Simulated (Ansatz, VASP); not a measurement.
# Two plane-wave programs on PbF2

```xyz
3
Lattice="0.0000 2.9990 2.9990 2.9990 0.0000 2.9990 2.9990 2.9990 0.0000" Properties=species:S:1:pos:R:3 pbc="T T T"
Pb    0.0000    0.0000    0.0000
F     1.4995    1.4995    1.4995
F     4.4985    4.4985    4.4985
```

Alike in both runs: task single point; functional PBEsol; k mesh 8 × 8 × 8; occupations gaussian, width 0.05 eV; non-collinear spin, spin-orbit coupling.

|  | VASP | Ansatz |
| --- | --- | --- |
| version | VASP 6.6.1 | Ansatz 0.2.0 |
| potentials or method | VASP PAW PBE potentials, release 64 (Pb_d, F), cutoff 520 eV | plane waves, PAW |
| valence electrons in the cell | 28 | 28 |

Ansatz gave:

* pressure (GPa): -3.5
* net moment per atom (μB): 0.00

Q: Estimate VASP's values.

A: Pressure (GPa): -3.7; net moment per atom (μB): 0.00.

VASP's potentials were made for PBE, not for PBEsol.
